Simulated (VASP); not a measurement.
## BaTiO3: single point with r2SCAN+U

Crystal: BaTiO3.

```xyz
5
Lattice="3.9952 0.0000 0.0000 0.0000 2.8424 2.8480 0.0000 -2.8424 2.8480" Properties=species:S:1:pos:R:3 pbc="T T T"
Ba    0.0000    0.0000    0.0065
Ti    1.9976    0.0000    2.9067
O     1.9976    1.4003    4.2065
O     1.9976   -1.4003    4.2065
O     0.0000    0.0000    2.7992
```

```yaml
Program: VASP 6.6.1
Task: single point
Functional: r2SCAN
Potentials_or_basis: VASP PAW PBE potentials, release 64 (Ba_sv, Ti_sv, O)
Cutoff: 520 eV
k_mesh: 6 × 6 × 6
Occupations: gaussian, width 0.02 eV
Spin: no spin polarisation
Hubbard_terms: Ti d U = 4.0 eV
Dipole_correction: no
Further_INCAR_settings: ALGO = Normal; EDIFF = 1e-06; NBANDS = 28
```

| Quantity | Value |
| --- | --- |
| Pressure | 3.8 GPa |
| Largest force | 0.522 eV/Å |
| Band gap on the k mesh | 2.83 eV, indirect (least direct gap 3.15 eV) |

Forces in eV/Å, atoms in the order of the input:
```
Ba   0.000  0.000 -0.021
Ti   0.000  0.000 -0.522
O    0.000  0.266  0.268
O    0.000 -0.266  0.268
O    0.000  0.000  0.007
```

Stress tensor (GPa, compression positive):
```
3.71 0.00 0.00
0.00 4.05 0.00
0.00 0.00 3.79
```

Levels at points of the mesh, in eV from the valence-band top:
| k point | band 18 | band 19 | band 20 | band 21 | band 22 | band 23 |
| --- | --- | --- | --- | --- | --- | --- |
| (0.00, 0.00, 0.00) | -0.35 | -0.32 | -0.32 | 2.83 | 2.88 | 2.93 |
| (0.50, 0.00, 0.00) | -1.62 | -0.99 | -0.95 | 3.09 | 4.39 | 4.40 |
| (0.00, 0.50, 0.00) | -1.68 | -0.89 | -0.84 | 3.02 | 4.38 | 4.42 |
| (0.50, 0.50, 0.00) | -0.94 | -0.92 | -0.09 | 4.44 | 4.46 | 4.88 |
| (0.00, 0.50, 0.50) | -0.93 | -0.90 | -0.16 | 4.44 | 4.45 | 4.84 |
| (0.50, 0.50, 0.50) | -0.07 | -0.01 | 0.00 | 5.07 | 5.07 | 5.13 |

Eigenvalues of the final occupation matrices:
```tsv
site	spin	trace	eigenvalues
site 2 d	1	0.77	0.10 0.10 0.10 0.23 0.24
site 2 d	2	0.77	0.10 0.10 0.10 0.23 0.24
```

Wall time 4.3 min on 1 thread of Intel Xeon 6975P-C, with other jobs on the host, peak memory 0.24 GiB.

Caveat: the PAW data sets were made with another functional, which shifts forces and pressure a little; spin-orbit coupling is left out, which moves the levels of the heavy elements. A k mesh can miss the band edges.
